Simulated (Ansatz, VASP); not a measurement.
# One calculation of BeAu, two programs

```xyz
8
Lattice="4.6206 0.0000 0.0000 0.0000 4.6206 0.0000 0.0000 0.0000 4.6206" Properties=species:S:1:pos:R:3 pbc="T T T"
Be    3.9075    3.9075    3.9075
Be    3.0235    0.7132    1.5971
Be    1.5971    3.0235    0.7132
Be    0.7132    1.5971    3.0235
Au    0.7090    0.7090    0.7090
Au    1.6013    3.9116    3.0193
Au    3.0193    1.6013    3.9116
Au    3.9116    3.0193    1.6013
```

Alike in both runs: task electric field gradients; functional LDA; k mesh 8 × 8 × 8; occupations fermi-dirac, width 0.15 eV; no spin polarisation.

```csv
,VASP,Ansatz
version,VASP 6.6.1,Ansatz 0.2.0
potentials or method,"VASP PAW LDA potentials, release 64 (Be, Au), cutoff 520 eV","scalar-relativistic, plane waves, PAW"
valence electrons in the cell,52,84
```

Ansatz gave:

```
gap on the k mesh at the Fermi level (eV)            : none
pressure (GPa)                                       : 0.0
size of Vzz on the site where it differs most (V/Å²) : 36.1
```

**Question.** What did VASP give for the same quantities?

**Answer.** gap on the k mesh at the Fermi level (eV): none; pressure (GPa): 0.5; size of Vzz on the site where it differs most (V/Å²): 57.2.

LDA's correlation is that of Perdew and Zunger in VASP and of Perdew and Wang (1992) in Ansatz. A gap of «none» marks a metal or a gap that the smearing closes. VASP's potentials hold 52 valence electrons a cell and Ansatz's 84, so a difference there can come from the potentials and not from the codes.

Spin-orbit coupling is off throughout.
